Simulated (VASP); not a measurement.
## Ga3Sb: single point with PBEsol+D3(BJ)

Crystal: Ga3Sb.

```
Ga Sb
1.0
    -1.94324    1.94324    4.98519
     1.94324   -1.94324    4.98519
     1.94324    1.94324   -4.98519
Ga Sb
3 1
Direct
  0.75000 0.25000 0.50000
  0.25000 0.75000 0.50000
  0.50000 0.50000 0.00000
  0.00000 0.00000 0.00000
```

```json
{"Program": "VASP 6.6.1", "Task": "single point", "Functional": "PBEsol", "Dispersion": "D3(BJ)", "Potentials or basis": "VASP PAW PBE potentials, release 64 (Ga_d, Sb)", "Cutoff": "520 eV", "k mesh": "14 × 14 × 14", "Occupations": "gaussian, width 0.15 eV", "Spin": "no spin polarisation"}
```

```json
{
 "Pressure": "3.6 GPa",
 "Band gap on the k mesh": "zero (bands 22 and 23 overlap by 4.44 eV)",
 "Dispersion energy per atom": "-0.390 eV"
}
```

Stress tensor (GPa, compression positive):
```
4.43 0.00 0.00
0.00 4.43 0.00
0.00 0.00 1.84
```

Levels at points of the mesh, in eV from the Fermi level:
| k point | band 20 | band 21 | band 22 | band 23 | band 24 | band 25 |
| --- | --- | --- | --- | --- | --- | --- |
| (0.00, 0.00, 0.00) | -2.03 | -1.98 | -0.43 | -0.24 | -0.24 | 1.68 |
| (0.50, 0.00, 0.00) | -0.50 | -0.28 | 0.04 | 1.07 | 1.86 | 2.05 |
| (0.50, 0.50, 0.00) | -5.15 | -4.68 | -1.85 | -1.29 | -0.28 | 0.49 |
| (0.50, 0.50, 0.50) | -2.38 | -1.00 | 1.08 | 1.96 | 1.96 | 2.04 |

It took 7.6 min on 1 thread of Intel(R) Xeon(R) 6975P-C (Granite Rapids) (shared host), peak memory 0.6 GiB.

Caveat: the cell stands under pressure; the PAW data sets were made with another functional, which shifts forces and pressure a little; spin-orbit coupling is left out, which moves the levels of the heavy elements.
